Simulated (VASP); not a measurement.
Write the native input for VASP 6.6.1 that does the following.

| Item | Value |
| --- | --- |
| Task | relaxation of cell and atoms |
| Functional | PBE |
| Potentials or basis | VASP PAW PBE potentials, release 64 (B, P) |
| Cutoff | 600 eV |
| k mesh | 6 × 6 × 4 |
| Occupations | gaussian, width 0.1 eV |
| Spin | no spin polarisation |
| Dipole correction | no |
| Further INCAR settings | ALGO = Normal; EDIFF = 1e-06; IBRION = 2; EDIFFG = -0.04; NSW = 90; ISIF = 3 |

The structure of B2P3 lies in POSCAR:

```
B2P3
1.0
    2.0833900363     -2.2632509145      0.0000000000
    2.0833900363      2.2632509145      0.0000000000
    0.0000000000      0.0000000000      6.0235211091
B P
2 3
Direct
    0.1914512442      0.8085487558      0.0000000000
    0.8085487558      0.1914512442      0.0000000000
    0.5000000000      0.5000000000      0.7608292184
    0.5000000000      0.5000000000      0.2391707816
    0.0000000000      0.0000000000      0.5000000000
```

The cell was built from a structure type or drawn by symmetry, and may not be a known phase.

One way to write it, as run:

INCAR

```
PREC = Accurate ; ENCUT = 600
EDIFF = 1E-6 ; ISMEAR = 0
SIGMA = 0.1 ; LREAL = F
LASPH = T ; NELM = 80
ALGO = Normal ; ISIF = 3
LWAVE = F ; LCHARG = F
GGA = PE ; IBRION = 2
NSW = 90 ; EDIFFG = -0.04
```

KPOINTS

```
regular mesh
0
Gamma
  6 6 4
```

Potentials or basis: VASP PAW PBE potentials, release 64 (B, P).

Run with:

```bash
$ cat potpaw_PBE.64/B/POTCAR potpaw_PBE.64/P/POTCAR > POTCAR
$ mpirun -np 1 vasp_std > vasp.out
```

Results of the run:

The relaxed volume is 11.14 Å³/atom, the relaxed cell is a = 3.079 Å, b = 3.079 Å, c = 5.907 Å, α = 90.00°, β = 90.00°, γ = 95.83° and the space group after relaxing (to 0.1 Å) is Cmmm (No. 65). The energy gained by relaxing is 7.5 meV/atom and the ionic steps are 7. The pressure after relaxing is 0.1 GPa, the largest force after relaxing is 0.012 eV/Å and the band gap on the k mesh is zero (an odd number of electrons rules out a gap without spin polarisation).

It took 60 s on 1 thread of Intel(R) Xeon(R) 6975P-C (Granite Rapids) (shared host), peak memory 0.2 GiB.
